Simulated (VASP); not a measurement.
Set up this calculation in VASP 6.6.1, as the native input.

```
Task                   : single point
Functional             : LDA
Potentials or basis    : VASP PAW LDA potentials, release 64 (Ti_sv, Al)
Cutoff                 : 520 eV
k mesh                 : 10 × 10 × 10
Occupations            : gaussian, width 0.1 eV
Spin                   : no spin polarisation
Dipole correction      : no
Further INCAR settings : ALGO = Normal; EDIFF = 1e-06; NBANDS = 14
```

The structure of TiAl (vib) lies in POSCAR:

```
TiAl
1.0
    3.1241258748      0.0000000000      0.0000000000
    0.0000000000      3.1241258748      0.0000000000
    0.0000000000      0.0000000000      3.1241258748
Ti Al
1 1
Direct
    0.0000000000      0.0000000000      0.0000000000
    0.5000000000      0.5000000000      0.5000000000
```

These files were run (other wordings do the same):

INCAR

```
PREC     = Accurate       # precision mode
ENCUT    = 520            # plane-wave cutoff, eV
EDIFF    = 1E-6           # SCF threshold, eV
ISMEAR   = 0              # smearing method
SIGMA    = 0.1            # smearing width, eV
LREAL    = False          # projectors in reciprocal space
LASPH    = True           # aspherical terms in the spheres
NELM     = 100            # most SCF steps
ALGO     = Normal         # electronic algorithm
ISIF     = 2              # what is computed and relaxed
LWAVE    = False          # write WAVECAR
LCHARG   = False          # write CHGCAR
NBANDS   = 14             # bands
```

KPOINTS

```
Automatic mesh
0
Gamma
  10 10 10
```

Potentials or basis: VASP PAW LDA potentials, release 64 (Ti_sv, Al).

Run with:

```sh
$ cat potpaw_LDA.64/Ti_sv/POTCAR potpaw_LDA.64/Al/POTCAR > POTCAR
$ mpirun -np 1 vasp_std > vasp.out
```

Results of the run:

The pressure is 0.2 GPa.

Run time: 5.1 s on 1 thread of Intel(R) Xeon(R) 6975P-C (Granite Rapids) (shared host), peak memory 0.14 GiB.
